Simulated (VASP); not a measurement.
The system is Al2MoN3.

```xyz
6
Lattice="5.4132 0.0000 0.0000 -2.7066 4.6880 0.0000 0.0000 0.0000 3.1242" Properties=species:S:1:pos:R:3 pbc="T T T"
Al    0.0000    3.1253    1.5621
Al    2.7066    1.5627    1.5621
Mo    0.0000    0.0000    1.5621
N     1.3533    2.3440    0.0000
N     2.7066    0.0000    0.0000
N    -1.3533    2.3440    0.0000
```

The cell was generated, and may not be a known phase.

| Property | Result |
| --- | --- |
| Program | VASP 6.6.1 |
| Task | relaxation of cell and atoms |
| Functional | PBE |
| Potentials or basis | VASP PAW PBE potentials, release 64 (Al, Mo_sv, N) |
| Cutoff | 600 eV |
| k mesh | 6 × 6 × 6 |
| Occupations | gaussian, width 0.1 eV |
| Spin | collinear spin |
| Starting moments | [0.0, 0.0, 1.0, 0.0, 0.0, 0.0] μB |

At the start: pressure -31.1 GPa; volume 13.21 Å³/atom.

Question: How do energy, volume and symmetry change on relaxing?

Answer: Over 7 steps the energy falls by 571.1 meV/atom and the volume is 10.17 Å³/atom (-23.0 %); space group P6/mmm (No. 191, to 0.1 Å) before and after; moment 0.00 μB per cell.

The path:
| step | energy change (eV) | largest force (eV/Å) | pressure (GPa) | volume (Å³) |
| --- | --- | --- | --- | --- |
| 1 | 0.0000 | 0.0000 | -31.08 | 79.28 |
| 2 | -1.9508 | 0.0000 | 47.39 | 52.60 |
| 3 | -3.4258 | 0.0000 | -0.22 | 61.12 |
| 4 | -3.4248 | 0.0000 | -1.44 | 61.47 |
| 5 | -3.4257 | 0.0000 | -0.78 | 61.21 |
| 6 | -3.4257 | 0.0000 | -0.91 | 61.26 |
| 7 | -3.4268 | 0.0000 | -0.06 | 61.02 |

Final structure:
```cif
data_structure
_symmetry_space_group_name_H-M 'P 1'
_symmetry_Int_Tables_number 1
_cell_length_a 5.1725
_cell_length_b 5.1725
_cell_length_c 2.6337
_cell_angle_alpha 90.000
_cell_angle_beta 90.000
_cell_angle_gamma 120.000
_cell_volume 61.02
loop_
_atom_site_label
_atom_site_type_symbol
_atom_site_fract_x
_atom_site_fract_y
_atom_site_fract_z
_atom_site_occupancy
Al1 Al 0.33333 0.66667 0.50000 1
Al2 Al 0.66667 0.33333 0.50000 1
Mo1 Mo 0.00000 0.00000 0.50000 1
N1 N 0.50000 0.50000 0.00000 1
N2 N 0.50000 0.00000 0.00000 1
N3 N 0.00000 0.50000 0.00000 1
```

Caveat: the volume moved by over 15 % at a fixed basis, so the end points are rough.
